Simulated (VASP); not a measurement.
# AlN: single point with PBEsol

AlN:

```
Al N
1.0
     3.11357    0.00000    0.00000
    -1.55678    2.69643    0.00000
     0.00000    0.00000    4.98314
Al N
2 2
Direct
  0.33333 0.66667 0.99999
  0.66667 0.33333 0.49999
  0.33333 0.66667 0.38201
  0.66667 0.33333 0.88201
```

This cell differs from its parent crystal: atoms moved along the polar distortion.

```yaml
Program: VASP 6.6.1
Task: single point
Functional: PBEsol
Potentials_or_basis: VASP PAW PBE potentials, release 64 (Al, N)
Cutoff: 520 eV
k_mesh: 12 × 12 × 8
Occupations: gaussian, width 0.01 eV
Spin: no spin polarisation
```

The pressure is 0.0 GPa. The band gap on the k mesh is 4.11 eV.

Levels at points of the mesh, in eV from the valence-band top:
```csv
k point,band 4,band 5,band 6,band 7,band 8,band 9,band 10,band 11,band 12,band 13
"(0.00, 0.00, 0.00)",-0.88,-0.88,-0.22,-0.22,0.00,4.11,6.55,10.49,11.02,11.02
"(0.50, 0.00, 0.00)",-4.20,-3.38,-2.12,-1.81,-0.70,5.66,5.67,8.07,10.15,10.78
"(0.00, 0.00, 0.50)",-3.36,-0.56,-0.56,-0.56,-0.56,6.37,6.37,10.20,10.20,11.34
"(0.50, 0.00, 0.50)",-5.66,-1.49,-1.49,-1.38,-1.38,5.17,5.17,9.12,9.12,11.71
```

Run time: 71 s on 1 thread of Intel Xeon 8259CL (shared host), peak memory 0.19 GiB.

Caveat: the cell differs from its parent crystal (atoms moved along the polar distortion); the PAW data sets were made with another functional, which shifts forces and pressure a little. A k mesh can miss the band edges.
